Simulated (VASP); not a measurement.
Runs of VASP 6.6.1 on SnTe. The structure is that of space group Fm-3m (No. 225), or close to it. The cells are those of the table. 

```tsv
task	cell	smearing	gap on the mesh (eV)	pressure (GPa)
electric field gradients	a = 4.509, b = 4.509, c = 4.553 Å, angles 59.7, 59.7, 60.7°, 2 atoms	fermi-dirac 0.08 eV	0.40	(a)
single point	a = 4.537 Å, angles 60.0°, 2 atoms	fermi-dirac 0.08 eV	-	-0.2
single point	a = 4.552 Å, angles 60.0°, 2 atoms	fermi-dirac 0.08 eV	-	-0.5
electric field gradients	a = 4.373 Å, angles 60.0°, 2 atoms	fermi-dirac 0.08 eV	-	5.5
electric field gradients	a = 4.537 Å, angles 60.0°, 2 atoms	fermi-dirac 0.08 eV	-	-0.2
single point	a = 4.464 Å, angles 60.0°, 2 atoms	methfessel-paxton 0.025 eV	-	2.0
single point	a = 4.479 Å, angles 60.0°, 2 atoms	fermi-dirac 0.08 eV	-	1.5
electric field gradients	a = 4.420, b = 4.420, c = 4.464 Å, angles 59.7, 59.7, 60.7°, 2 atoms	fermi-dirac 0.08 eV	(b)	3.1
single point	a = 4.464 Å, angles 60.0°, 2 atoms	tetrahedron	-	2.0
single point	a = 4.464 Å, angles 60.0°, 2 atoms	methfessel-paxton 0.2 eV	-	2.0
```

Alike in all rows: level PBE; potentials or basis VASP PAW PBE potentials, release 64 (Sn_d, Te); no spin polarisation; k mesh 11 × 11 × 11; cutoff (eV) 520.

Fill in the values left out.

(a) 0.3; (b) 0.41.

Caveats: spin-orbit coupling is left out, which moves the levels of the heavy elements; an odd mesh through Γ misses points on the zone boundary, where band edges can lie (at least some runs); the cell stands under pressure (at least some runs).

A k mesh can miss the band edges, and the runs leave out spin-orbit coupling on Sn, Te.
